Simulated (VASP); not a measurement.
# Re (I4/mmm) in VASP: further runs, part 2 of 2

VASP 6.6.1. Earlier steps stand in the parts before.

### 3 Single point, PBE (13.81 Å³/atom)

This run uses another cell than the first one, of 13.81 Å³/atom.

INCAR

```
SYSTEM = Re
ALGO = Normal
EDIFF = 1E-6
ENCUT = 560
GGA = PE
GGA_COMPAT = .False.
ISIF = 2
ISMEAR = 0
LASPH = .True.
LCHARG = .False.
LREAL = .False.
LWAVE = .False.
NBANDS = 14
NELM = 120
PREC = Accurate
SIGMA = 0.15
```

KPOINTS

```
k-points
0
Gamma
  10 10 10
  0 0 0
```

POSCAR

```
Re
1.0
    0.0000000000      2.1842676306      1.4468588785
    2.1842676306      0.0000000000      1.4468588785
    2.1842676306      2.1842676306      0.0000000000
Re
1
Direct
    0.0000000000      0.0000000000      0.0000000000
```

Potentials or basis: VASP PAW PBE potentials, release 64 (Re_sv_GW).

Started as:

```sh
cat potpaw_PBE.64/Re_sv_GW/POTCAR > POTCAR
mpirun -np 1 vasp_std > vasp.out
```

It took 18 s on 1 thread of Intel Xeon Platinum 8259CL at 2.50GHz (Skylake/Cascade Lake), shared host; peak memory 0.15 GiB.

It converged, with:

```
Free energy            : -13.6146 eV
Pressure               : 37.2 GPa
Band gap on the k mesh : zero (an odd number of electrons rules out a gap without spin polarisation)
```

Stress tensor (GPa, compression positive):
```
36.19  0.00  0.00
 0.00 36.19  0.00
 0.00  0.00 39.23
```

Levels at points of the mesh, in eV from the Fermi level:
| k point | band 5 | band 6 | band 7 | band 8 | band 9 | band 10 | band 11 | band 12 |
| --- | --- | --- | --- | --- | --- | --- | --- | --- |
| (0.00, 0.00, 0.00) | -11.14 | -3.45 | -2.45 | -2.45 | 0.29 | 1.51 | 14.37 | 14.37 |
| (0.50, 0.00, 0.00) | -7.99 | -5.61 | 0.44 | 0.90 | 2.51 | 5.14 | 11.44 | 11.54 |
| (0.50, 0.50, 0.00) | -7.82 | -7.57 | 4.02 | 4.02 | 4.27 | 7.80 | 7.80 | 9.71 |
| (0.50, 0.00, 0.50) | -7.96 | -4.62 | -0.18 | 0.04 | 1.41 | 5.02 | 10.80 | 11.83 |

Caveat: the cell stands under pressure; spin-orbit coupling is left out, which moves the levels of the heavy elements.

### 4 Single point, PBE (15.25 Å³/atom)

This run uses another cell than the first one, of 15.25 Å³/atom.

INCAR

```
ALGO = Normal
EDIFF = 1E-6
ENCUT = 560
GGA = PE
GGA_COMPAT = F
ISIF = 2
ISMEAR = 0
LASPH = T
LCHARG = F
LREAL = F
LWAVE = F
NBANDS = 14
NELM = 120
PREC = Accurate
SIGMA = 0.15
```

KPOINTS

```
k-points
0
Gamma
  10 10 10
```

POSCAR

```
Re
1.0
    0.0000000000      2.2577613123      1.4955410933
    2.2577613123      0.0000000000      1.4955410933
    2.2577613123      2.2577613123      0.0000000000
Re
1
Direct
    0.0000000000      0.0000000000      0.0000000000
```

Potentials or basis: VASP PAW PBE potentials, release 64 (Re_sv_GW).

Started as:

```sh
cat potpaw_PBE.64/Re_sv_GW/POTCAR > POTCAR
mpirun -np 1 vasp_std > vasp.out
```

OUTCAR:

```text
EDIFF = 1E-6
   ENCUT = 560
   GGA = PE
   ISIF = 2
   ISMEAR = 0
   LASPH = T
   LREAL = F
   NELM = 120
   PREC = Accurate

 ion  position               nearest neighbor table
   1  0.000  0.000  0.000-

  LATTYP: Found a body centered tetragonal cell.
 ALAT       =     3.1929566685
 C/A-ratio  =     0.9367750637

  Lattice vectors:

 A1 = (   0.0000000000,  -2.2577613123,  -1.4955410933)
 A2 = (   0.0000000000,   2.2577613123,  -1.4955410933)
 A3 = (   2.2577613123,   0.0000000000,   1.4955410933)

Analysis of symmetry for initial positions (statically):
=====================================================================
 Subroutine PRICEL returns:
 Original cell was already a primitive cell.

 Routine SETGRP: Setting up the symmetry group for a
 body centered tetragonal supercell.

 Subroutine GETGRP returns: Found 16 space group operations
 (whereof 16 operations were pure point group operations)
 out of a pool of 16 trial point group operations.

The static configuration has the point symmetry D_4h.

Analysis of symmetry for dynamics (positions and initial velocities):
=====================================================================
[... 172 lines left out ...]
      7      11.0963      2.00000
      8      11.0963      2.00000
      9      13.5367      0.00881
     10      14.5727      0.00000
     11      27.5662      0.00000
     12      27.5662      0.00000
     13      28.8612      0.00000
     14      39.3512      0.00000
[... 377 lines left out ...]
      1     -67.3284      2.00000
      2     -29.5234      2.00000
      3     -29.3949      2.00000
      4     -29.2632      2.00000
      5       7.6876      2.00000
      6       8.2092      2.00000
      7      12.2373      2.00000
      8      12.6713      2.00000
      9      15.7581      0.00000
     10      18.2779      0.00000
     11      25.2277      0.00000
     12      26.5919      0.00000
     13      30.0941      0.00000
     14      33.1181      0.00000

 [... further k-points ...]

------------------------ aborting loop because EDIFF is reached ----------------------------------------

  FORCE on cell =-STRESS in cart. coord.  units (eV):
  Direction    XX          YY          ZZ          XY          YZ          ZX
  --------------------------------------------------------------------------------------
  -------------------------------------------------------------------------------------
  Total       -0.4760084     -0.4760084     -0.4318098      0.0000000      0.0000000      0.0000000
  in kB      -50.0196719    -50.0196719    -45.3752081      0.0000000      0.0000000      0.0000000
  external PRESSURE =     -48.4715173 kB  Pullay stress =       0.0000000 kB

 VOLUME and BASIS-vectors are now :
 -----------------------------------------------------------------------------
  energy-cutoff  :      560.00
  volume of cell :       15.25
      direct lattice vectors                 reciprocal lattice vectors
     0.000000000  2.257761312  1.495541093    -0.221458308  0.221458308  0.334327156
     2.257761312  0.000000000  1.495541093     0.221458308 -0.221458308  0.334327156
     2.257761312  2.257761312  0.000000000     0.221458308  0.221458308 -0.334327156

 POSITION                                       TOTAL-FORCE (eV/Angst)
 -----------------------------------------------------------------------------------
      0.00000      0.00000      0.00000        -0.000000      0.000000     -0.000000
 -----------------------------------------------------------------------------------
    total drift:                               -0.000000     -0.000000      0.000000

  FREE ENERGIE OF THE ION-ELECTRON SYSTEM (eV)
  ---------------------------------------------------
  free  energy   TOTEN  =       -13.7568968718 eV

  energy  without entropy=      -13.7461410775  energy(sigma->0) =      -13.75151897
```

stdout:

```text
POSCAR found type information on POSCAR Re
 POSCAR found :  1 types and       1 ions
 scaLAPACK will be used
 LDA part: xc-table for (Slater+PW92), standard interpolation
 POSCAR, INCAR and KPOINTS ok, starting setup
 FFT: planning ... GRIDC
 FFT: planning ... GRID_SOFT
 FFT: planning ... GRID
 WAVECAR not read
 entering main loop
```

Wall time 14 s (1 thread of Intel Xeon Platinum 8488C (Sapphire Rapids), shared host); peak memory 0.16 GiB.

Results:

* Free energy: -13.7569 eV
* Pressure: -4.8 GPa
* Band gap on the k mesh: zero (an odd number of electrons rules out a gap without spin polarisation)

Levels at points of the mesh, in eV from the Fermi level:
| k point | band 5 | band 6 | band 7 | band 8 | band 9 | band 10 | band 11 | band 12 |
| --- | --- | --- | --- | --- | --- | --- | --- | --- |
| (0.00, 0.00, 0.00) | -10.42 | -3.04 | -2.16 | -2.16 | 0.28 | 1.31 | 14.31 | 14.31 |
| (0.50, 0.00, 0.00) | -7.15 | -4.93 | 0.21 | 0.74 | 2.13 | 4.37 | 9.87 | 11.37 |
| (0.50, 0.50, 0.00) | -6.83 | -6.62 | 3.43 | 3.43 | 3.65 | 7.12 | 7.12 | 9.00 |
| (0.50, 0.00, 0.50) | -7.16 | -4.05 | -0.35 | 0.00 | 1.19 | 4.27 | 9.29 | 11.78 |

Caveat: the cell stands under tension; spin-orbit coupling is left out, which moves the levels of the heavy elements.

### 5 The runs side by side

| cell | gap on the mesh (eV) | pressure (GPa) |
| --- | --- | --- |
| a = 2.694, b = 2.694, c = 3.176 Å, angles 53.9, 53.9, 72.2°, 1 atom | none | 0.7 |
| a = 2.620, b = 2.620, c = 3.089 Å, angles 53.9, 53.9, 72.2°, 1 atom | none | 37.2 |
| a = 2.708, b = 2.708, c = 3.193 Å, angles 53.9, 53.9, 72.2°, 1 atom | none | -4.8 |

Alike in all rows: task single point; level PBE; potentials or basis VASP PAW PBE potentials, release 64 (Re_sv_GW); no spin polarisation; k mesh 10 × 10 × 10; cutoff (eV) 560; smearing gaussian 0.15 eV.

Caveats: spin-orbit coupling is left out, which moves the levels of the heavy elements; the cell stands under pressure (at least some runs); the cell stands under tension (at least some runs).

Absolute energies hang on the potentials; compare differences alone.
